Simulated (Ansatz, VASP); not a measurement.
# Two plane-wave programs on Al2InN3

```
Al In N
1.0
     4.82976   -2.93011    0.00000
     4.82976    2.93011    0.00000
     0.00000    0.00000    5.15639
Al In N
4 2 6
Cartesian
  1.6581 0.9565 5.1138
  8.0014 0.9565 5.1138
  8.0014 -0.9565 2.5356
  1.6581 -0.9565 2.5356
  4.8298 1.0427 5.0893
  4.8298 -1.0427 2.5111
  1.7889 0.8698 1.8341
  7.8706 0.8698 1.8341
  7.8706 -0.8698 4.4123
  1.7889 -0.8698 4.4123
  4.8298 1.1824 2.0942
  4.8298 -1.1824 4.6724
```

Change from the starting cell: volume 12.162 Å^3 an atom, stretch along b over the lengths across it, relative to the relaxed cell 1.0549.

Alike in both runs: task single point; functional PBE; k mesh 6 × 6 × 6; occupations gaussian, width 0.05 eV; no spin polarisation.

|  | VASP | Ansatz |
| --- | --- | --- |
| version | VASP 6.6.1 | Ansatz 0.2.0 |
| potentials or method | VASP PAW PBE potentials, release 64 (Al, In_d, N), cutoff 520 eV | scalar-relativistic, plane waves, PAW |
| valence electrons in the cell | 68 | 68 |

Ansatz gave:

```
gap on the k mesh at the Fermi level (eV)                     : 2.10
least direct gap on the mesh (eV)                             : 2.10
pressure (GPa)                                                : 0.4
traceless stress, the component that is largest in VASP (GPa) : -9.82
rms of the force components (eV/Å)                            : 0.266
```

Question: Which values does VASP return?

Answer: gap on the k mesh at the Fermi level (eV): 2.10; least direct gap on the mesh (eV): 2.10; pressure (GPa): 0.3; traceless stress, the component that is largest in VASP (GPa): -9.89; rms of the force components (eV/Å): 0.268.

Atom by atom the forces differ by 0.010 eV/Å (rms over components). With one functional, cell and mesh, what is left measures potentials, basis and numerics.
